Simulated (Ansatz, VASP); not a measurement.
V in VASP and in Ansatz

Contents of INCAR:

```
SYSTEM = V
  PREC = Accurate
  ENCUT = 520
  EDIFF = 1E-6
  ISMEAR = -1
  SIGMA = 0.05
  LREAL = .FALSE.
  LASPH = .TRUE.
  NELM = 100
  ALGO = Normal
  ISIF = 2
  LWAVE = .FALSE.
  LCHARG = .FALSE.
  GGA = PE
  NBANDS = 12
```

The input KPOINTS:

```
regular mesh
0
G
  17 17 15
  0 0 0
```

The input POSCAR:

```
V
1.0
    2.5997421748      0.0000000000      0.0000000000
   -1.2998710874      2.2514427666      0.0000000000
    0.0000000000      0.0000000000      2.4259631408
V
1
Direct
    0.0000000000      0.0000000000      0.0000000000
```

Input for Ansatz:

```yaml
crystal:
  lattice:
    - [2.5997421748, 0.0, 0.0]
    - [-1.2998710874, 2.2514427666, 0.0]
    - [0.0, 0.0, 2.4259631408]
  atoms:
    - { symbol: V, position: [0.0, 0.0, 0.0] }
kpoints:
  mp_grid: { grid: [17, 17, 15] }
scf:
  occupations: { method: fermi_dirac, width: 0.05 }
hamiltonian:
  xc: pbe
  pseudopotentials: { kind: nc }
output:
  forces: true
  stress: true
  eigenvalues: true
```

Change from the starting cell: volume scaled by 1, norm-conserving files.

Alike in both runs: task single point; functional PBE; k mesh 17 × 17 × 15; occupations fermi-dirac, width 0.05 eV; no spin polarisation.

|  | VASP | Ansatz |
| --- | --- | --- |
| version | VASP 6.6.1 | Ansatz 0.2.0 |
| potentials or method | VASP PAW PBE potentials, release 64 (V_sv) | norm-conserving pseudopotentials, scalar-relativistic |
| plane-wave cutoff (eV) | 520 | 1143 |
| valence electrons in the cell | 13 | 13 |

Ansatz gave:

* pressure (GPa): 0.0
* traceless stress, the component that is largest in VASP (GPa): -0.12

Q: Which values does VASP return?

A: Pressure (GPa): 0.2; traceless stress, the component that is largest in VASP (GPa): 0.11.
